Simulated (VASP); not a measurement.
Wanted: the native input for a VASP 6.6.1 run.

| Property | Result |
| --- | --- |
| Task | single point |
| Functional | LDA |
| Potentials or basis | VASP PAW LDA potentials, release 64 (H) |
| Cutoff | 520 eV |
| k mesh | 10 × 10 × 10 |
| Occupations | gaussian, width 0.05 eV |
| Spin | no spin polarisation |
| Dipole correction | no |
| Further INCAR settings | ALGO = Normal; EDIFF = 1e-06; NBANDS = 8 |

The structure of H lies in POSCAR:

```
H
1.0
   -1.8221502708      1.8221502708      1.7739391090
    1.8221502708     -1.8221502708      1.7739391090
    1.8221502708      1.8221502708     -1.7739391090
H
2
Direct
    0.9098622900      0.9098622900      0.0000000000
    0.0901377100      0.0901377100      0.0000000000
```

This cell differs from its parent crystal: ratio of the length along z to the lengths across it x 0.8, volume and fractional coordinates fixed.

The input as run:

INCAR

```
PREC = Accurate
ENCUT = 520
EDIFF = 1E-6
ISMEAR = 0
SIGMA = 0.05
LREAL = F
LASPH = T
NELM = 100
ALGO = Normal
ISIF = 2
LWAVE = F
LCHARG = F
NBANDS = 8
```

KPOINTS

```
regular mesh
0
Gamma
  10 10 10
```

Potentials or basis: VASP PAW LDA potentials, release 64 (H).

Command:

```sh
$ cat potpaw_LDA.64/H/POTCAR > POTCAR
$ mpirun -np 1 vasp_std > vasp.out
```

Results of the run:

The pressure is 8.5 GPa and the largest force is 6.400 eV/Å. The band gap on the k mesh is 9.42 eV (least direct gap 10.11 eV).

Caveat: the cell stands under pressure; forces of over 1 eV/Å act on the atoms, so gaps and moduli don't describe the material at rest.

Run time: 26 s on 1 thread of AMD EPYC 7R13, on a shared host, peak memory 0.1 GiB.
